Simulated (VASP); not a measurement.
The system is SiC2.

```xyz
6
Lattice="2.9376 0.0000 0.0000 -1.4688 2.5440 0.0000 0.0000 0.0000 7.2261" Properties=species:S:1:pos:R:3 pbc="T T T"
C     0.0000    0.0000    6.4215
C     1.4688    0.8480    3.8680
C     0.0000    1.6960    3.3581
C     0.0000    0.0000    0.8046
Si    0.0000    1.6960    1.4719
Si    1.4688    0.8480    5.7542
```

Base run:

| Item | Value |
| --- | --- |
| Program | VASP 6.6.1 |
| Functional | PBE |
| Potentials or basis | VASP PAW PBE potentials, release 64 (C, Si) |
| Cutoff | 520 eV |
| k mesh | 12 × 12 × 4 |
| Occupations | fermi-dirac, width 0.02 eV |
| Spin | no spin polarisation |

Its results: band gap on the k mesh 1.59 eV (least direct gap 2.14 eV); pressure 3.2 GPa; largest force 0.301 eV/Å.

Task: The run is repeated on the same cell with these changes: functional from PBE to r2SCAN; occupations from fermi-dirac, width 0.02 eV to gaussian, width 0.01 eV. What comes out?

Result: Band gap on the k mesh 1.87 eV (least direct gap 2.28 eV); pressure -0.1 GPa; largest force 0.038 eV/Å.

Caveats: the cell stands under pressure (at least some runs); the PAW data sets were made with another functional, which shifts forces and pressure a little (at least some runs).

A k mesh can miss the band edges.
